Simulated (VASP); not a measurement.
# Pd3PtSe4 (F-43m) in VASP: single point with PBE

Aim: the single point of Pd3PtSe4 with PBE.

Everything below comes from runs of VASP 6.6.1. Logs are shortened: lines on timing, memory, paths and dates and some standing lists are left out, and cuts for length are marked.

## 1. The cell of the first run

The structure is cubic, space group F-43m (No. 216). Conventional cell: a = 10.883 Å, b = 10.883 Å, c = 10.883 Å, α = 90.00°, β = 90.00°, γ = 90.00°. Pd (site symmetry -43m) has 4 Se at 2.36 Å within 3.1 Å. Pd (site symmetry -43m) has 4 Se at 2.36 Å within 3.1 Å. Within 3.1 Å of Se (site symmetry 3m) lie 2 Pd at 2.36 Å.

The cell was generated, and may not be a known phase.

## 2. Single point, PBE

INCAR

```
SYSTEM = Pd3PtSe4
ALGO     = Normal         ! electronic algorithm
EDIFF    = 1E-6           ! SCF threshold, eV
ENCUT    = 520            ! plane-wave cutoff, eV
GGA      = PE             ! functional
ISIF     = 2              ! what is computed and relaxed
ISMEAR   = 0              ! smearing method
LASPH    = .True.         ! aspherical terms in the spheres
LCHARG   = .True.         ! write CHGCAR
LELF     = .True.         ! ELF
LREAL    = .False.        ! projectors in reciprocal space
LVHAR    = .True.       
LWAVE    = .False.        ! write WAVECAR
NBANDS   = 42             ! bands
NELM     = 100            ! most SCF steps
PREC     = Accurate       ! precision mode
SIGMA    = 0.15           ! smearing width, eV
```

KPOINTS

```
k-points
0
Gamma
  2 2 2
  0 0 0
```

POSCAR

```
Pd3PtSe4
1.0
    0.0000000000      5.4416171899      5.4416171899
    5.4416171899      0.0000000000      5.4416171899
    5.4416171899      5.4416171899      0.0000000000
Pd Pt Se
3 1 4
Direct
    0.7500000000      0.7500000000      0.7500000000
    0.0000000000      0.0000000000      0.0000000000
    0.5000000000      0.5000000000      0.5000000000
    0.2500000000      0.2500000000      0.2500000000
    0.8749407439      0.8749407439      0.8749407439
    0.8749407439      0.8749407439      0.3751777682
    0.8749407439      0.3751777682      0.8749407439
    0.3751777682      0.8749407439      0.8749407439
```

Potentials or basis: VASP PAW PBE potentials, release 64 (Pd, Pt, Se).

On the command line:

```
$ cat potpaw_PBE.64/Pd/POTCAR potpaw_PBE.64/Pt/POTCAR potpaw_PBE.64/Se/POTCAR > POTCAR
$ mpirun -np 1 vasp_std > vasp.out
```

OUTCAR:

```text
SYSTEM = Pd3PtSe4
   EDIFF = 1E-6
   ENCUT = 520
   GGA = PE
   ISIF = 2
   ISMEAR = 0
   LASPH = .True.
   LREAL = .False.
   NELM = 100
   PREC = Accurate

 ion  position               nearest neighbor table
   1  0.750  0.750  0.750-   5 2.36   6 2.36   7 2.36   8 2.36
   2  0.000  0.000  0.000-   6 2.36   7 2.36   8 2.36   5 2.36
   3  0.500  0.500  0.500-
   4  0.250  0.250  0.250-
   5  0.875  0.875  0.875-   1 2.36   2 2.36
   6  0.875  0.875  0.375-   1 2.36   2 2.36
   7  0.875  0.375  0.875-   1 2.36   2 2.36
   8  0.375  0.875  0.875-   1 2.36   2 2.36

  LATTYP: Found a face centered cubic cell.
 ALAT       =    10.8832343798

  Lattice vectors:

 A1 = (   0.0000000000,   5.4416171899,   5.4416171899)
 A2 = (   5.4416171899,   0.0000000000,   5.4416171899)
 A3 = (   5.4416171899,   5.4416171899,   0.0000000000)

Analysis of symmetry for initial positions (statically):
=====================================================================
 Subroutine PRICEL returns:
 Original cell was already a primitive cell.

 Routine SETGRP: Setting up the symmetry group for a
 face centered cubic supercell.

 Subroutine GETGRP returns: Found 24 space group operations
 (whereof 24 operations were pure point group operations)
 out of a pool of 48 trial point group operations.

The static configuration has the point symmetry T_d .

Analysis of symmetry for dynamics (positions and initial velocities):
=====================================================================
 Subroutine PRICEL returns:
 Original cell was already a primitive cell.

 Routine SETGRP: Setting up the symmetry group for a
 face centered cubic supercell.

 Subroutine GETGRP returns: Found 24 space group operations
 (whereof 24 operations were pure point group operations)
 out of a pool of 48 trial point group operations.

The dynamic configuration has the point symmetry T_d .

 Subroutine INISYM returns: Found 24 space group operations
 (whereof 24 operations are pure point group operations),
 and found     1 'primitive' translations

----------------------------------------------------------------------------------------

                                     Primitive cell

  volume of cell :     322.2656

  direct lattice vectors                    reciprocal lattice vectors
[... 81 lines left out ...]
   IBRION =     -1    ionic relax: 0-MD 1-quasi-New 2-CG
   NFREE  =      0    steps in history (QN), initial steepest desc. (CG)
   ISIF   =      2    stress and relaxation
   ISYM   =      2    0-nonsym 1-usesym 2-fastsym
   POTIM  = 0.5000    time-step for ionic-motion
   TEBEG  =    0.0;   TEEND  =   0.0 temperature during run
   PSTRESS=    0.0 pullay stress
   NELECT =      64.0000    total number of electrons
   NUPDOWN=      -1.0000    fix difference up-down
   EMIN   =  10.00;   EMAX   =-10.00  energy-range for DOS
   EFERMI =   0.00;   METHOD = LEGACY
   ISMEAR =     0;   SIGMA  =   0.15  broadening in eV -4-tet -1-fermi 0-gaus
   EFERMI_NEDOS =   21; number of points for ismear=-14 and -15
   IALGO  =     38    algorithm
   IMIX   =      4    mixing-type and parameters
     AMIX     =   0.40;   BMIX     =  1.00
     AMIX_MAG =   1.60;   BMIX_MAG =  1.00
  volume/ion in A,a.u.               =      40.28       271.84
  Fermi-wavevector in a.u.,A,eV,Ry     =   0.955132  1.804938 12.412290  0.912278
  Thomas-Fermi vector in A             =   2.083942
   LORBIT       =      0    0 simple, 1 ext, 2 COOP (PROOUT), +10 PAW based schemes
   GGA     = PE    functional components
   LHFCALC =     F    Hartree Fock is set to
   AEXX    =    0.0000 exact exchange contribution
   IVDW    =     0    specifies the selected vdW correction
   LEPSILON=     F    determine dielectric tensor
   LRPA    =     F    only Hartree local field effects (RPA)
 non-spin polarized calculation
 Gauss-broadening in eV      SIGMA  =   0.15
  energy-cutoff  :      520.00
  volume of cell :      322.27
 maximum number of plane-waves:      8694
 NGX is ok and might be reduce to    60
   NGX = 29   NGY = 29   NGZ = 29

 number of electron      64.0000007 magnetization

 Free energy of the ion-electron system (eV)
  ---------------------------------------------------
  ext. energy  EPLUGINS =         0.00000000
  ---------------------------------------------------
  free energy    TOTEN  =       -24.85179911 eV

  energy without entropy =      -24.56178922  energy(sigma->0) =      -24.70679417

 E-fermi :  -0.1352     XC(G=0):  -7.2905

 val. band max:       -0.1611516950   @ k =   0.5000   0.5000   0.0000
 cond. band min:      -0.1111498566   @ k =   0.5000   0.0000   0.0000
 fundamental gap:      0.0500018384
 Fermi energy:        -0.1352063427

 k-point     1 :       0.0000    0.0000    0.0000
  band No.  band energies     occupation
      1     -12.8653      2.00000
      2     -12.3217      2.00000
      3     -12.3217      2.00000
      4     -12.3217      2.00000
      5      -5.2167      2.00000
      6      -5.0015      2.00000
[... 124 lines left out ...]
     41       5.0823      0.00000
     42       5.1351      0.00000

------------------------ aborting loop because EDIFF is reached ----------------------------------------

  FORCE on cell =-STRESS in cart. coord.  units (eV):
  Direction    XX          YY          ZZ          XY          YZ          ZX
  --------------------------------------------------------------------------------------
  -------------------------------------------------------------------------------------
  Total       -0.2928850     -0.2928850     -0.2928850      0.0000000      0.0000000      0.0000000
  in kB       -1.4561087     -1.4561087     -1.4561087      0.0000000      0.0000000      0.0000000
  external PRESSURE =      -1.4561087 kB  Pullay stress =       0.0000000 kB

 VOLUME and BASIS-vectors are now :
 -----------------------------------------------------------------------------
  energy-cutoff  :      520.00
  volume of cell :      322.27
      direct lattice vectors                 reciprocal lattice vectors
     0.000000000  5.441617190  5.441617190    -0.091884450  0.091884450  0.091884450
     5.441617190  0.000000000  5.441617190     0.091884450 -0.091884450  0.091884450
     5.441617190  5.441617190  0.000000000     0.091884450  0.091884450 -0.091884450

 POSITION                                       TOTAL-FORCE (eV/Angst)
 -----------------------------------------------------------------------------------
      8.16243      8.16243      8.16243        -0.000000     -0.000000      0.000000
      0.00000      0.00000      0.00000        -0.000000      0.000000      0.000000
      5.44162      5.44162      5.44162        -0.000000     -0.000000      0.000000
      2.72081      2.72081      2.72081        -0.000000      0.000000      0.000000
      9.52219      9.52219      9.52219        -0.000243     -0.000243     -0.000243
      6.80267      6.80267      9.52219         0.000243      0.000243     -0.000243
      6.80267      9.52219      6.80267         0.000243     -0.000243      0.000243
      9.52219      6.80267      6.80267        -0.000243      0.000243      0.000243
 -----------------------------------------------------------------------------------
    total drift:                                0.000000      0.000000      0.000000

  FREE ENERGIE OF THE ION-ELECTRON SYSTEM (eV)
  ---------------------------------------------------
  free  energy   TOTEN  =       -24.8517991088 eV

  energy  without entropy=      -24.5617892237  energy(sigma->0) =      -24.70679417
```

OSZICAR:

```text
N       E                     dE             d eps       ncg     rms          rms(c)
DAV:   1     0.371858598293E+03    0.37186E+03   -0.25592E+04   252   0.125E+03
DAV:   2     0.475931816410E+01   -0.36710E+03   -0.33784E+03   288   0.238E+02
DAV:   3    -0.258948520049E+02   -0.30654E+02   -0.28288E+02   294   0.654E+01
[... 12 lines left out ...]
DAV:  16    -0.248521255784E+02    0.40415E-03   -0.40423E-03   272   0.272E-01    0.258E-01
DAV:  17    -0.248519558705E+02    0.16971E-03   -0.30342E-04   256   0.830E-02    0.162E-01
DAV:  18    -0.248519359209E+02    0.19950E-04   -0.37028E-05   270   0.317E-02    0.158E-01
DAV:  19    -0.248517982886E+02    0.13763E-03   -0.25949E-04   238   0.486E-02    0.799E-03
DAV:  20    -0.248517991088E+02   -0.82015E-06   -0.47325E-06   208   0.939E-03
   1 F= -.24851799E+02 E0= -.24706794E+02  d E =-.290010E+00
```

stdout:

```text
POSCAR found type information on POSCAR PdPtSe
 POSCAR found :  3 types and       8 ions
 scaLAPACK will be used
 LDA part: xc-table for (Slater+PW92), standard interpolation
 POSCAR, INCAR and KPOINTS ok, starting setup
 FFT: planning ... GRIDC
 FFT: planning ... GRID_SOFT
 FFT: planning ... GRID
 WAVECAR not read
 entering main loop
```

Run time: 2.7 min. Hardware: 1 thread of Intel Xeon Platinum 8488C (Sapphire Rapids), shared host; peak memory 0.5 GiB.

Results:

```
Free energy            : -24.8518 eV
Pressure               : -0.1 GPa
Band gap on the k mesh : 0.05 eV (least direct gap 0.10 eV)
```

Caveat: the k points lie up to 0.50 Å⁻¹ apart; spin-orbit coupling is left out, which moves the levels of the heavy elements.
